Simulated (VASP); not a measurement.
# Ge (P6_3/mmc) in VASP: notebook

Ge is run at these levels: PBEsol; tasks: single point.

All numbers are computed with VASP 6.6.1; they aren't measurements. Logs are shortened: lines on timing, memory, paths and dates and some standing lists are left out, and cuts for length are marked.

### Step 1. The cell of the first run

The structure is hexagonal, space group P6_3/mmc (No. 194). The conventional cell has a = 2.559 Å, b = 2.559 Å, c = 4.198 Å, α = 90.00°, β = 90.00°, γ = 120.00°. Within 3.4 Å of Ge (site symmetry -6m2) lie 12 Ge at 2.56 to 2.57 Å.

### Step 2. Single point, PBEsol (volume scaled by 0.65)

The input, INCAR:

```
  PREC = Accurate
  ENCUT = 520
  EDIFF = 1E-7
  ISMEAR = -1
  SIGMA = 0.08
  LREAL = F
  LASPH = T
  NELM = 80
  ALGO = Normal
  ISIF = 2
  LWAVE = F
  LCHARG = F
  GGA = PS
  NBANDS = 21
```

The input, KPOINTS:

```
regular mesh
0
Gamma
  16 16 9
```

The input, POSCAR:

```
Ge
1.0
    2.5590624784      0.0000000000      0.0000000000
   -1.2795312392      2.2162131162      0.0000000000
    0.0000000000      0.0000000000      4.1976612598
Ge
2
Direct
    0.3333333333      0.6666666667      0.2500000000
    0.6666666667      0.3333333333      0.7500000000
```

Potentials or basis: VASP PAW PBE potentials, release 64 (Ge_d).

Run with:

```sh
$ cat potpaw_PBE.64/Ge_d/POTCAR > POTCAR
$ mpirun -np 1 vasp_std > vasp.out
```

OUTCAR:

```text
PREC = Accurate
   ENCUT = 520
   EDIFF = 1E-7
   ISMEAR = -1
   LREAL = F
   LASPH = T
   NELM = 80
   ISIF = 2
   GGA = PS

 ion  position               nearest neighbor table
   1  0.333  0.667  0.250-   2 2.57   2 2.57   2 2.57   2 2.57   2 2.57   2 2.57
   2  0.667  0.333  0.750-   1 2.57   1 2.57   1 2.57   1 2.57   1 2.57   1 2.57

  LATTYP: Found a hexagonal cell.
 ALAT       =     2.5590624784
 C/A-ratio  =     1.6403121437

  Lattice vectors:

 A1 = (   2.5590624784,   0.0000000000,   0.0000000000)
 A2 = (  -1.2795312392,   2.2162131162,   0.0000000000)
 A3 = (   0.0000000000,   0.0000000000,   4.1976612598)

Analysis of symmetry for initial positions (statically):
=====================================================================
 Subroutine PRICEL returns:
 Original cell was already a primitive cell.

 Routine SETGRP: Setting up the symmetry group for a
 hexagonal supercell.

 Subroutine GETGRP returns: Found 24 space group operations
 (whereof 12 operations were pure point group operations)
 out of a pool of 24 trial point group operations.

The static configuration has the point symmetry D_3d.
 The point group associated with its full space group is D_6h.

Analysis of symmetry for dynamics (positions and initial velocities):
=====================================================================
 Subroutine PRICEL returns:
 Original cell was already a primitive cell.

 Routine SETGRP: Setting up the symmetry group for a
 hexagonal supercell.

 Subroutine GETGRP returns: Found 24 space group operations
 (whereof 12 operations were pure point group operations)
 out of a pool of 24 trial point group operations.

The dynamic configuration has the point symmetry D_3d.
 The point group associated with its full space group is D_6h.

 Subroutine INISYM returns: Found 24 space group operations
 (whereof 12 operations are pure point group operations),
 and found     1 'primitive' translations

----------------------------------------------------------------------------------------

                                     Primitive cell

  volume of cell :      23.8067

  direct lattice vectors                    reciprocal lattice vectors
     2.559062478  0.000000000  0.000000000     0.390768107  0.225610072  0.000000000
    -1.279531239  2.216213116  0.000000000     0.000000000  0.451220143  0.000000000
     0.000000000  0.000000000  4.197661260     0.000000000  0.000000000  0.238227894

  length of vectors
     2.559062478  2.559062478  4.197661260     0.451220143  0.451220143  0.238227894

  position of ions in fractional coordinates (direct lattice)
     0.333333333  0.666666667  0.250000000
     0.666666667  0.333333333  0.750000000

  ion indices of the primitive-cell ions
   primitive index   ion index
                 1           1
                 2           2

----------------------------------------------------------------------------------------

 KPOINTS: regular mesh

Automatic generation of k-mesh.
 Grid dimensions read from file:
 generate k-points for:   16   16    9

 Generating k-lattice:

  Cartesian coordinates                     Fractional coordinates (reciprocal lattice)
     0.024423007  0.014100629  0.000000000     0.062500000 -0.000000000  0.000000000
     0.000000000  0.028201259  0.000000000     0.000000000  0.062500000  0.000000000
     0.000000000  0.000000000  0.026469766     0.000000000  0.000000000  0.111111111

  Length of vectors
     0.028201259  0.028201259  0.026469766

  Shift w.r.t. Gamma in fractional coordinates (k-lattice)
     0.000000000  0.000000000  0.000000000

 Subroutine IBZKPT returns following result:
 ===========================================

 Found    150 irreducible k-points:

 Following reciprocal coordinates:
            Coordinates               Weight
  0.000000  0.000000  0.000000      1.000000
  0.062500  0.000000  0.000000      6.000000
  0.125000  0.000000  0.000000      6.000000
  0.187500 -0.000000  0.000000      6.000000
  0.250000  0.000000  0.000000      6.000000
  0.312500  0.000000  0.000000      6.000000
[... 16 lines left out ...]
  0.187500  0.187500  0.000000      6.000000
  0.250000  0.187500  0.000000     12.000000
 [... further k-points ...]
   k-points           NKPTS =    150   k-points in BZ     NKDIM =    150   number of bands    NBANDS=     21
   number of dos      NEDOS =    301   number of ions     NIONS =      2
   total plane-waves  NPLWV =  12800
   dimension x,y,z NGX =    20 NGY =   20 NGZ =   32
   dimension x,y,z NGXF=    40 NGYF=   40 NGZF=   64
   ions per type =               2
   NGX,Y,Z   is equivalent  to a cutoff of  12.99, 12.99, 12.67 a.u.
   NGXF,Y,Z  is equivalent  to a cutoff of  25.99, 25.99, 25.35 a.u.
 SYSTEM =  unknown system
   PREC   = accura    normal or accurate (medium, high low for compatibility)
   ISTART =      0    job   : 0-new  1-cont  2-samecut
   ICHARG =      2    charge: 1-file 2-atom 10-const
   ISPIN  =      1    spin polarized calculation?
   LNONCOLLINEAR =      F non collinear calculations
   LSORBIT =      F    spin-orbit coupling
   LASPH  =      T    aspherical Exc in radial PAW
   ENCUT  =  520.0 eV  38.22 Ry    6.18 a.u.   4.76  4.76  7.80*2*pi/ulx,y,z
   NELM   =     80;   NELMIN=  2; NELMDL= -5     # of ELM steps
   EDIFF  = 0.1E-06   stopping-criterion for ELM
   LREAL  =      F    real-space projection
   EDIFFG = 0.1E-05   stopping-criterion for IOM
   NSW    =      0    number of steps for IOM
   IBRION =     -1    ionic relax: 0-MD 1-quasi-New 2-CG
   NFREE  =      0    steps in history (QN), initial steepest desc. (CG)
   ISIF   =      2    stress and relaxation
   ISYM   =      2    0-nonsym 1-usesym 2-fastsym
   POTIM  = 0.5000    time-step for ionic-motion
   TEBEG  =    0.0;   TEEND  =   0.0 temperature during run
   PSTRESS=    0.0 pullay stress
   NELECT =      28.0000    total number of electrons
   NUPDOWN=      -1.0000    fix difference up-down
   EMIN   =  10.00;   EMAX   =-10.00  energy-range for DOS
   EFERMI =   0.00;   METHOD = LEGACY
   ISMEAR =    -1;   SIGMA  =   0.08  broadening in eV -4-tet -1-fermi 0-gaus
   EFERMI_NEDOS =   21; number of points for ismear=-14 and -15
   IALGO  =     38    algorithm
   IMIX   =      4    mixing-type and parameters
     AMIX     =   0.40;   BMIX     =  1.00
     AMIX_MAG =   1.60;   BMIX_MAG =  1.00
  volume/ion in A,a.u.               =      11.90        80.33
  Fermi-wavevector in a.u.,A,eV,Ry     =   1.728068  3.265576 40.629991  2.986220
  Thomas-Fermi vector in A             =   2.803073
   LORBIT       =      0    0 simple, 1 ext, 2 COOP (PROOUT), +10 PAW based schemes
   GGA     = PS    functional components
   LHFCALC =     F    Hartree Fock is set to
   AEXX    =    0.0000 exact exchange contribution
   IVDW    =     0    specifies the selected vdW correction
   LEPSILON=     F    determine dielectric tensor
   LRPA    =     F    only Hartree local field effects (RPA)
 non-spin polarized calculation
  energy-cutoff  :      520.00
  volume of cell :       23.81
 maximum number of plane-waves:       660
 NGX is ok and might be reduce to    20
   NGX =  9   NGY =  9   NGZ = 15

 number of electron      28.0000017 magnetization

 Free energy of the ion-electron system (eV)
  ---------------------------------------------------
  ext. energy  EPLUGINS =         0.00000000
  ---------------------------------------------------
  free energy    TOTEN  =        -7.03341873 eV

  energy without entropy =       -7.01864940  energy(sigma->0) =       -7.02603406

 E-fermi :  13.0107     XC(G=0): -13.9764

 val. band max:       12.9721827625   @ k =   0.1875   0.1250   0.1111
 cond. band min:      13.0217110418   @ k =   0.2500   0.0000   0.2222
 fundamental gap:      0.0495282792
 Fermi energy:        13.0106680080

 k-point     1 :       0.0000    0.0000    0.0000
  band No.  band energies     occupation
      1     -12.4617      2.00000
      2     -12.3651      2.00000
      3     -12.3358      2.00000
      4     -12.3358      2.00000
      5     -12.3018      2.00000
      6     -12.3018      2.00000
[... 13 lines left out ...]
     20      28.6947      0.00000
     21      31.5841      0.00000

 k-point     2 :       0.0625    0.0000    0.0000
  band No.  band energies     occupation
      1     -12.4546      2.00000
      2     -12.3713      2.00000
      3     -12.3261      2.00000
      4     -12.3231      2.00000
      5     -12.3018      2.00000
      6     -12.2900      2.00000
[... 13 lines left out ...]
     20      29.2261      0.00000
     21      30.8435      0.00000

 k-point     3 :       0.1250    0.0000    0.0000
  band No.  band energies     occupation
      1     -12.4465      2.00000
      2     -12.3765      2.00000
      3     -12.3145      2.00000
      4     -12.2874      2.00000
      5     -12.2871      2.00000
      6     -12.2566      2.00000
[... 13 lines left out ...]
     20      29.2897      0.00000
     21      30.4377      0.00000

 k-point     4 :       0.1875   -0.0000    0.0000
  band No.  band energies     occupation
      1     -12.4656      2.00000
      2     -12.3596      2.00000
      3     -12.3167      2.00000
      4     -12.2926      2.00000
      5     -12.2680      2.00000
      6     -12.2422      2.00000
[... 13 lines left out ...]
     20      28.8864      0.00000
     21      30.7708      0.00000

 k-point     5 :       0.2500    0.0000    0.0000
  band No.  band energies     occupation
      1     -12.5017      2.00000
      2     -12.3598      2.00000
      3     -12.3400      2.00000
      4     -12.2930      2.00000
      5     -12.2907      2.00000
      6     -12.1852      2.00000
[... 13 lines left out ...]
     20      28.5498      0.00000
     21      30.1332      0.00000
[... 382 lines left out ...]
     20      25.2599      0.00000
     21      33.5480      0.00000

 k-point    22 :       0.4375    0.1250    0.0000
  band No.  band energies     occupation
      1     -12.5454      2.00000
      2     -12.4863      2.00000
      3     -12.3708      2.00000
      4     -12.3366      2.00000
      5     -12.2264      2.00000
      6     -12.1948      2.00000
[... 13 lines left out ...]
     20      25.1590      0.00000
     21      33.4916      0.00000

 k-point    23 :       0.1875    0.1875    0.0000
  band No.  band energies     occupation
      1     -12.4230      2.00000
      2     -12.4191      2.00000
      3     -12.3959      2.00000
      4     -12.3233      2.00000
      5     -12.2461      2.00000
      6     -12.1981      2.00000
[... 13 lines left out ...]
     20      28.8480      0.00000
     21      30.1190      0.00000

 k-point    24 :       0.2500    0.1875    0.0000
  band No.  band energies     occupation
      1     -12.4485      2.00000
      2     -12.4396      2.00000
      3     -12.3817      2.00000
      4     -12.3298      2.00000
      5     -12.2301      2.00000
      6     -12.1952      2.00000
[... 13 lines left out ...]
     20      28.8144      0.00000
     21      32.4468      0.00000

 [... further k-points ...]

------------------------ aborting loop because EDIFF is reached ----------------------------------------

  FORCE on cell =-STRESS in cart. coord.  units (eV):
  Direction    XX          YY          ZZ          XY          YZ          ZX
  --------------------------------------------------------------------------------------
  -------------------------------------------------------------------------------------
  Total       12.5583917     12.5583917     12.5520784      0.0000000      0.0000000      0.0000000
  in kB      845.1714295    845.1714295    844.7465493      0.0000000      0.0000000      0.0000000
  external PRESSURE =     845.0298028 kB  Pullay stress =       0.0000000 kB

 VOLUME and BASIS-vectors are now :
 -----------------------------------------------------------------------------
  energy-cutoff  :      520.00
  volume of cell :       23.81
      direct lattice vectors                 reciprocal lattice vectors
     2.559062478  0.000000000  0.000000000     0.390768107  0.225610072  0.000000000
    -1.279531239  2.216213116  0.000000000     0.000000000  0.451220143  0.000000000
     0.000000000  0.000000000  4.197661260     0.000000000  0.000000000  0.238227894

 POSITION                                       TOTAL-FORCE (eV/Angst)
 -----------------------------------------------------------------------------------
     -0.00000      1.47748      1.04942         0.000000      0.000000      0.000000
      1.27953      0.73874      3.14825        -0.000000     -0.000000      0.000000
 -----------------------------------------------------------------------------------
    total drift:                               -0.000000      0.000000      0.000000

  FREE ENERGIE OF THE ION-ELECTRON SYSTEM (eV)
  ---------------------------------------------------
  free  energy   TOTEN  =        -7.0334187252 eV

  energy  without entropy=       -7.0186494022  energy(sigma->0) =       -7.02603406
```

Wall time 60 s (1 thread of Intel Xeon Platinum 8259CL at 2.50GHz (Skylake/Cascade Lake), shared host); peak memory 0.18 GiB.

What came out:

```yaml
Free_energy: -7.0334 eV
Pressure: 84.5 GPa
Band_gap_on_the_k_mesh: zero (band 14 reaches 23.52 eV, above the bottom of band 15 at 8.46 eV)
```

Levels at points of the mesh, in eV from the Fermi level:
```
           k point  band 10  band 11  band 12  band 13  band 14  band 15  band 16  band 17  band 18  band 19
(0.00, 0.00, 0.00)   -25.03   -18.23    -9.38    -9.19    10.41    10.41    12.93    12.93    14.24    14.87
(0.50, 0.00, 0.00)   -24.99   -10.48    -9.96    -2.34    -2.20    -1.58     0.48     3.43     7.94    10.65
```

Caveat: the PAW data sets were made with another functional, which shifts forces and pressure a little.

(Continued in part 2 of 2.)
